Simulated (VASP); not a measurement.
Ca2Ta2Sn2O11, 17 atoms in the cell. The typed cell holds 17 atoms: a = 6.266 Å, b = 6.195 Å, c = 6.231 Å, α = 83.53°, β = 70.41°, γ = 63.46°. 

| Property | Result |
| --- | --- |
| Program | VASP 6.6.1 |
| Task | single point |
| Functional | r2SCAN |
| Potentials or basis | VASP PAW PBE potentials, release 64 (O, Ca_sv, Sn_d, Ta_pv) |
| Cutoff | 520 eV |
| k mesh | 2 × 2 × 2, shifted |
| Occupations | gaussian, width 0.1 eV |
| Spin | no spin polarisation |
| Dipole correction | no |
| Further INCAR settings | LREAL = Auto; ALGO = Normal; EDIFF = 1e-06; NBANDS = 82; ISYM = 0 |

Potentials or basis: VASP PAW PBE potentials, release 64 (O, Ca_sv, Sn_d, Ta_pv).

Run with:

```bash
$ cat potpaw_PBE.64/O/POTCAR potpaw_PBE.64/Ca_sv/POTCAR potpaw_PBE.64/Sn_d/POTCAR potpaw_PBE.64/Ta_pv/POTCAR > POTCAR
$ cp INCAR.step1 INCAR
$ mpirun -np 1 vasp_std > vasp.out
$ cp INCAR.step2 INCAR
$ mpirun -np 1 vasp_std > vasp.out
```

Hardware: 1 thread of Intel Xeon 8259CL, with other jobs on the host.

**Question.** Estimate the wall time of this run.

**Answer.** Run time: 15 min on 1 thread of Intel Xeon 8259CL, with other jobs on the host, peak memory 0.37 GiB. Counts: k points 4.
